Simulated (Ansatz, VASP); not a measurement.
Two plane-wave programs on KI

The input POSCAR:

```
KI
1.0
    0.0000000000      3.5442832400      3.6864089979
    3.5442832400      0.0000000000      3.6864089979
    3.5442832400      3.5442832400      0.0000000000
K I
1 1
Direct
    0.0000000000      0.0000000000      0.0000000000
    0.5000000000      0.5000000000      0.5000000000
```

INCAR.step1

```
SYSTEM = KI
PREC     = Accurate       ! precision mode
ENCUT    = 520            ! plane-wave cutoff, eV
ISMEAR   = 0              ! smearing method
SIGMA    = 0.01           ! smearing width, eV
LREAL    = .FALSE.        ! projectors in reciprocal space
LASPH    = .TRUE.         ! aspherical terms in the spheres
NELM     = 80             ! most SCF steps
NBANDS   = 15             ! bands
GGA      = PE             ! functional
ALGO     = Normal         ! electronic algorithm
EDIFF    = 1E-4           ! SCF threshold, eV
LWAVE    = .TRUE.         ! write WAVECAR
LCHARG   = .FALSE.        ! write CHGCAR
```

The input INCAR.step2:

```
SYSTEM = KI
PREC     = Accurate       ! precision mode
ENCUT    = 520            ! plane-wave cutoff, eV
EDIFF    = 1E-6           ! SCF threshold, eV
ISMEAR   = 0              ! smearing method
SIGMA    = 0.01           ! smearing width, eV
LREAL    = .FALSE.        ! projectors in reciprocal space
LASPH    = .TRUE.         ! aspherical terms in the spheres
NELM     = 80             ! most SCF steps
ALGO     = Normal         ! electronic algorithm
ISIF     = 2              ! what is computed and relaxed
LWAVE    = .FALSE.        ! write WAVECAR
LCHARG   = .FALSE.        ! write CHGCAR
METAGGA  = R2SCAN         ! meta-GGA
LMIXTAU  = .TRUE.       
NBANDS   = 15             ! bands
ISTART   = 1
```

Contents of KPOINTS:

```
regular mesh
0
G
  6 6 6
  0 0 0
```

Input for Ansatz:

```yaml
crystal:
  lattice:
    - [0.0, 3.54428324, 3.6864089979]
    - [3.54428324, 0.0, 3.6864089979]
    - [3.54428324, 3.54428324, 0.0]
  atoms:
    - { symbol: K, position: [0.0, 0.0, 0.0] }
    - { symbol: I, position: [0.5, 0.5, 0.5] }
kpoints:
  mp_grid: { grid: [6, 6, 6] }
  band_path:
    path:
      - [0.0, 0.0, 0.0]
      - [0.5, 0.0, 0.5]
      - [0.625, 0.25, 0.625]
      - [0.375, 0.375, 0.75]
      - [0.5, 0.5, 0.5]
      - [0.5, 0.25, 0.75]
    npoints: 1
hamiltonian:
  xc: r2scan
scf:
  occupations: { method: fixed }
  n_extra_bands: 4
output:
  forces: true
  stress: true
  eigenvalues: true
```

Change from the starting cell: uniaxial_z strain +4.0%.

Alike in both runs: task single point; functional r2SCAN; k mesh 6 × 6 × 6; no spin polarisation.

```csv
,VASP,Ansatz
version,VASP 6.6.1,Ansatz 0.2.0
potentials or method,"VASP PAW PBE potentials, release 64 (K_sv, I)","plane waves, PAW"
plane-wave cutoff (eV),520,500
occupations,"gaussian, width 0.01 eV",fixed
valence electrons in the cell,16,26
```

Ansatz gave:

* gap on the k mesh at the Fermi level (eV): 4.48
* pressure (GPa): -0.4
* traceless stress, the component that is largest in VASP (GPa): -0.53

Q: Which values does VASP return?

A: gap on the k mesh at the Fermi level (eV): 4.48; pressure (GPa): -0.4; traceless stress, the component that is largest in VASP (GPa): -0.54.

VASP's potentials were made for PBE, not for r2SCAN. VASP's potentials hold 16 valence electrons a cell and Ansatz's 26, so a difference there can come from the potentials and not from the codes.

Spin-orbit coupling is off throughout.
